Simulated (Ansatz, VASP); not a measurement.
# AlN: VASP beside Ansatz

```
Al N
1.0
    -3.08862    0.00000    0.00000
     0.00000    5.34964    0.00000
     1.54431   -2.67482   -4.94358
Al N
4 4
Direct
  0.00853 0.32669 0.99849
  0.50853 0.82669 0.99849
  0.23995 0.92180 0.49849
  0.73995 0.42180 0.49849
  0.79996 0.12888 0.61651
  0.29996 0.62888 0.61651
  0.06655 0.73763 0.11651
  0.56655 0.23763 0.11651
```

Alike in both runs: task single point; functional PBE; k mesh 8 × 8 × 8; occupations gaussian, width 0.05 eV; no spin polarisation.

|  | VASP | Ansatz |
| --- | --- | --- |
| version | VASP 6.6.1 | Ansatz 0.2.0 |
| potentials or method | VASP PAW PBE potentials, release 64 (Al, N) | scalar-relativistic, plane waves, PAW |
| plane-wave cutoff (eV) | 520 | 420 |
| valence electrons in the cell | 32 | 32 |

|  | VASP | Ansatz | Ansatz less VASP |
| --- | --- | --- | --- |
| gap on the k mesh at the Fermi level (eV) | 4.35 | 4.34 | -0.011 |
| pressure (GPa) | 9.8 | 10.0 | +0.17 |
| traceless stress, the component that is largest in VASP (GPa) | 8.67 | 8.65 | -0.017 |
| rms of the force components (eV/Å) | 0.752 | 0.750 | -0.0023 |

Atom by atom the forces differ by 0.002 eV/Å (rms over components). With one functional, cell and mesh, what is left measures potentials, basis and numerics.
